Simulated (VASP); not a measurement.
# Se (P-1) in VASP: a series of runs, part 2 of 2

VASP 6.6.1. The steps go on from the part before.

## Step 4: Single point, PBEsol (the cell strained at random)

Input file INCAR:

```
SYSTEM = Se
ALGO = Normal
EDIFF = 1E-6
ENCUT = 520
GGA = PS
ISIF = 2
ISMEAR = 0
LASPH = .True.
LCHARG = .False.
LREAL = .False.
LWAVE = .False.
NBANDS = 9
NELM = 100
PREC = Accurate
SIGMA = 0.1
```

Input file KPOINTS:

```
k-points
0
Gamma
  9 9 9
  0 0 0
```

Input file POSCAR:

```
Se
1.0
    2.7895160000      0.0450880000     -0.0033490000
    0.0450880000      2.7997670000      0.0051240000
   -0.0033490000      0.0051240000      2.8434420000
Se
1
Direct
    0.0452770000      0.0008780000     -0.0072040000
```

Potentials or basis: VASP PAW PBE potentials, release 64 (Se).

On the command line:

```
$ cat potpaw_PBE.64/Se/POTCAR > POTCAR
$ mpirun -np 1 vasp_std > vasp.out
```

OUTCAR:

```text
SYSTEM = Se
   EDIFF = 1E-6
   ENCUT = 520
   GGA = PS
   ISIF = 2
   ISMEAR = 0
   LASPH = .True.
   LREAL = .False.
   NELM = 100
   PREC = Accurate

 ion  position               nearest neighbor table
   1  0.045  0.001  0.993-

  LATTYP: Found a triclinic cell.
 ALAT       =     3.8884718376
 B/A-ratio  =     0.7174752679
 C/A-ratio  =     0.7312509150
 COS(alpha) =     0.0023489236
 COS(beta)  =     0.0042868739
 COS(gamma) =     0.6942466887

  Lattice vectors:

 A1 = (  -2.7444280000,   2.7546790000,   0.0084730000)
 A2 = (  -2.7895160000,  -0.0450880000,   0.0033490000)
 A3 = (  -0.0033490000,   0.0051240000,   2.8434420000)

Analysis of symmetry for initial positions (statically):
=====================================================================
 Subroutine PRICEL returns:
 Original cell was already a primitive cell.

 Routine SETGRP: Setting up the symmetry group for a
 triclinic supercell.

 Subroutine GETGRP returns: Found  2 space group operations
 (whereof  1 operations were pure point group operations)
 out of a pool of  2 trial point group operations.

The static configuration has the point symmetry C_1 .
 The point group associated with its full space group is S_2 .

Analysis of symmetry for dynamics (positions and initial velocities):
=====================================================================
 Subroutine PRICEL returns:
 Original cell was already a primitive cell.

 Routine SETGRP: Setting up the symmetry group for a
 triclinic supercell.

 Subroutine GETGRP returns: Found  2 space group operations
 (whereof  1 operations were pure point group operations)
 out of a pool of  2 trial point group operations.

The dynamic configuration has the point symmetry C_1 .
 The point group associated with its full space group is S_2 .
[... 110 lines left out ...]
   EMIN   =  10.00;   EMAX   =-10.00  energy-range for DOS
   EFERMI =   0.00;   METHOD = LEGACY
   ISMEAR =     0;   SIGMA  =   0.10  broadening in eV -4-tet -1-fermi 0-gaus
   EFERMI_NEDOS =   21; number of points for ismear=-14 and -15
   IALGO  =     38    algorithm
   IMIX   =      4    mixing-type and parameters
     AMIX     =   0.40;   BMIX     =  1.00
     AMIX_MAG =   1.60;   BMIX_MAG =  1.00
  volume/ion in A,a.u.               =      22.20       149.82
  Fermi-wavevector in a.u.,A,eV,Ry     =   1.058438  2.000157 15.242472  1.120290
  Thomas-Fermi vector in A             =   2.193747
   LORBIT       =      0    0 simple, 1 ext, 2 COOP (PROOUT), +10 PAW based schemes
   GGA     = PS    functional components
   LHFCALC =     F    Hartree Fock is set to
   AEXX    =    0.0000 exact exchange contribution
   IVDW    =     0    specifies the selected vdW correction
   LEPSILON=     F    determine dielectric tensor
   LRPA    =     F    only Hartree local field effects (RPA)
 non-spin polarized calculation
 Gauss-broadening in eV      SIGMA  =   0.10
  energy-cutoff  :      520.00
  volume of cell :       22.20
 maximum number of plane-waves:       610
 NGX is ok and might be reduce to    24
   NGX = 11   NGY = 11   NGZ = 11

 number of electron       6.0000001 magnetization

 Free energy of the ion-electron system (eV)
  ---------------------------------------------------
  ext. energy  EPLUGINS =         0.00000000
  ---------------------------------------------------
  free energy    TOTEN  =        -3.75503886 eV

  energy without entropy =       -3.75145009  energy(sigma->0) =       -3.75324448

 E-fermi :   4.8099     XC(G=0): -10.1587

 val. band max:        4.8081981414   @ k =  -0.4444  -0.2222   0.3333
 cond. band min:       4.8121990913   @ k =   0.2222   0.4444   0.3333
 fundamental gap:      0.0040009499
 Fermi energy:         4.8098894139

 k-point     1 :       0.0000    0.0000    0.0000
  band No.  band energies     occupation
      1     -11.4129      2.00000
      2       5.9169      0.00000
      3       6.2745      0.00000
      4       6.4680      0.00000
      5      12.2062      0.00000
      6      12.5927      0.00000
      7      12.7659      0.00000
      8      26.9538      0.00000
      9      27.1372      0.00000
[... 265 lines left out ...]
 k-point    24 :      -0.0000    0.3333    0.0000
  band No.  band energies     occupation
      1      -9.9711      2.00000
      2      -0.6348      2.00000
      3       6.9775      0.00000
      4       7.4483      0.00000
      5      13.8356      0.00000
      6      14.4914      0.00000
      7      19.1792      0.00000
      8      19.3962      0.00000
      9      20.1456      0.00000

 [... further k-points ...]
[... 5 lines left out ...]
  --------------------------------------------------------------------------------------
  -------------------------------------------------------------------------------------
  Total       -0.2207569     -0.1586385     -0.2486149     -0.0008910     -0.0000594     -0.0004092
  in kB      -15.9310642    -11.4482524    -17.9414622     -0.0642972     -0.0042860     -0.0295284
  external PRESSURE =     -15.1069263 kB  Pullay stress =       0.0000000 kB

 VOLUME and BASIS-vectors are now :
 -----------------------------------------------------------------------------
  energy-cutoff  :      520.00
  volume of cell :       22.20
      direct lattice vectors                 reciprocal lattice vectors
     2.789516000  0.045088000 -0.003349000     0.358578998 -0.005775419  0.000432741
     0.045088000  2.799767000  0.005124000    -0.005775419  0.357266778 -0.000650612
    -0.003349000  0.005124000  2.843442000     0.000432741 -0.000650612  0.351688124

 POSITION                                       TOTAL-FORCE (eV/Angst)
 -----------------------------------------------------------------------------------
      0.12302      0.00959      2.82281         0.000000     -0.000000      0.000000
 -----------------------------------------------------------------------------------
    total drift:                               -0.000000     -0.000000      0.000000

  FREE ENERGIE OF THE ION-ELECTRON SYSTEM (eV)
  ---------------------------------------------------
  free  energy   TOTEN  =        -3.7550388604 eV

  energy  without entropy=       -3.7514500943  energy(sigma->0) =       -3.75324448
```

stdout:

```text
POSCAR found type information on POSCAR Se
 POSCAR found :  1 types and       1 ions
 scaLAPACK will be used
 -----------------------------------------------------------------------------
|                                                                             |
|                                                                             |
|     You enforced a specific xc type in the INCAR file but a different       |
|     I HOPE YOU KNOW WHAT YOU ARE DOING!                                     |
|                                                                             |
 -----------------------------------------------------------------------------

 LDA part: xc-table for (Slater+PW92), standard interpolation
 POSCAR, INCAR and KPOINTS ok, starting setup
 FFT: planning ... GRIDC
 FFT: planning ... GRID_SOFT
 FFT: planning ... GRID
 WAVECAR not read
 entering main loop
```

It took 46 s on 1 thread of Intel Xeon 8259CL, shared host; peak memory 0.19 GiB.

Results:

```
Free energy            : -3.7550 eV
Pressure               : -1.5 GPa
Band gap on the k mesh : zero (band 3 reaches 7.59 eV, above the bottom of band 4 at 1.65 eV)
```

Caveat: the cell differs from its parent crystal (the cell strained at random); the PAW data sets were made with another functional, which shifts forces and pressure a little.

## Step 5: Overview

| level | cell | smearing | gap on the mesh (eV) | pressure (GPa) |
| --- | --- | --- | --- | --- |
| BLYP+D4 | a = 2.790, b = 2.800, c = 2.843 Å, angles 89.8, 90.1, 88.2°, 1 atom | gaussian 0.05 eV | none | 2.0 |
| PBEsol | a = 2.814, b = 2.821, c = 2.799 Å, angles 90.5, 91.3, 88.4°, 1 atom | gaussian 0.1 eV | none | -1.6 |
| PBEsol | a = 2.790, b = 2.800, c = 2.843 Å, angles 89.8, 90.1, 88.2°, 1 atom | gaussian 0.1 eV | none | -1.5 |

Alike in all rows: task single point; potentials or basis VASP PAW PBE potentials, release 64 (Se); no spin polarisation; k mesh 9 × 9 × 9; cutoff (eV) 520.

Caveats: the PAW data sets were made with another functional, which shifts forces and pressure a little; pairwise dispersion overbinds metals, which lowers pressure and volume (some runs).

Absolute energies hang on the potentials; compare differences alone.
